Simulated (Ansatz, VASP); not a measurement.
Ga3As2P: VASP beside Ansatz

INCAR

```
PREC     = Accurate       # precision mode
ENCUT    = 600            # plane-wave cutoff, eV
EDIFF    = 1E-6           # SCF threshold, eV
ISMEAR   = 0              # smearing method
SIGMA    = 0.1            # smearing width, eV
LREAL    = F              # projectors in reciprocal space
LASPH    = T              # aspherical terms in the spheres
NELM     = 100            # most SCF steps
ALGO     = Normal         # electronic algorithm
ISIF     = 3              # what is computed and relaxed
LWAVE    = F              # write WAVECAR
LCHARG   = F              # write CHGCAR
GGA      = PE             # functional
IBRION   = 2              # ionic algorithm
NSW      = 90             # ionic steps
EDIFFG   = -0.04          # ionic threshold
```

KPOINTS

```
regular mesh
0
Gamma
  6 6 1
```

Contents of POSCAR:

```
Ga3As2P
1.0
    3.8627483300      0.0000000000      0.0000000000
   -1.9313741600      3.3452381800      0.0000000000
    0.0000000000      0.0000000000     19.1027976000
Ga P As
6 2 4
Direct
    0.6666666700      0.3333333300      0.1666848300
    0.6666666700      0.3333333300      0.5000181600
    0.6666666700      0.3333333300      0.8333514900
    0.3333333300      0.6666666700      0.0000181600
    0.3333333300      0.6666666700      0.3333514900
    0.3333333300      0.6666666700      0.6666848300
    0.6666666700      0.3333333300      0.9579818400
    0.3333333300      0.6666666700      0.4579818400
    0.6666666700      0.3333333300      0.2913151800
    0.6666666700      0.3333333300      0.6246485100
    0.3333333300      0.6666666700      0.1246485100
    0.3333333300      0.6666666700      0.7913151800
```

Input for Ansatz:

```yaml
crystal:
  lattice:
    - [3.86274833, 0.0, 0.0]
    - [-1.93137416, 3.34523818, 0.0]
    - [0.0, 0.0, 19.1027976]
  atoms:
    - { symbol: Ga, position: [0.66666667, 0.33333333, 0.16668483] }
    - { symbol: Ga, position: [0.66666667, 0.33333333, 0.50001816] }
    - { symbol: Ga, position: [0.66666667, 0.33333333, 0.83335149] }
    - { symbol: Ga, position: [0.33333333, 0.66666667, 1.816e-05] }
    - { symbol: Ga, position: [0.33333333, 0.66666667, 0.33335149] }
    - { symbol: Ga, position: [0.33333333, 0.66666667, 0.66668483] }
    - { symbol: P, position: [0.66666667, 0.33333333, 0.95798184] }
    - { symbol: P, position: [0.33333333, 0.66666667, 0.45798184] }
    - { symbol: As, position: [0.66666667, 0.33333333, 0.29131518] }
    - { symbol: As, position: [0.66666667, 0.33333333, 0.62464851] }
    - { symbol: As, position: [0.33333333, 0.66666667, 0.12464851] }
    - { symbol: As, position: [0.33333333, 0.66666667, 0.79131518] }
basis:
  ecutwfc: 420
kpoints:
  mp_grid: { grid: [6, 6, 1] }
hamiltonian:
  xc: pbe
scf:
  occupations: { method: gaussian, width: 0.1 }
  lower_state_search: "off"
output:
  forces: true
  stress: true
  eigenvalues: true
relax:
  adjacent_minimum: "off"
  f_tol: 0.04
  max_steps: 70
  cell: { stress_tol: 0.4 }
```

Alike in both runs: task relaxation of cell and atoms; functional PBE; k mesh 6 × 6 × 1; occupations gaussian, width 0.1 eV; no spin polarisation.

|  | VASP | Ansatz |
| --- | --- | --- |
| version | VASP 6.6.1 | Ansatz 0.2.0 |
| potentials or method | VASP PAW PBE potentials, release 64 (Ga_d, P, As), cutoff 600 eV | scalar-relativistic, plane waves, PAW |
| valence electrons in the cell | 108 | 148 |

```csv
,VASP,Ansatz,Ansatz less VASP
"gap on the k mesh at the Fermi level, each at its own relaxed structure (eV)",0.52,0.54,+0.019
relaxed volume (Å³/atom),22.75,22.71,-0.048
relaxed length of the cell vector where the two differ most in proportion (Å),3.996,3.993,-0.0034
```

VASP's potentials hold 108 valence electrons a cell and Ansatz's 148, so a difference there can come from the potentials and not from the codes.
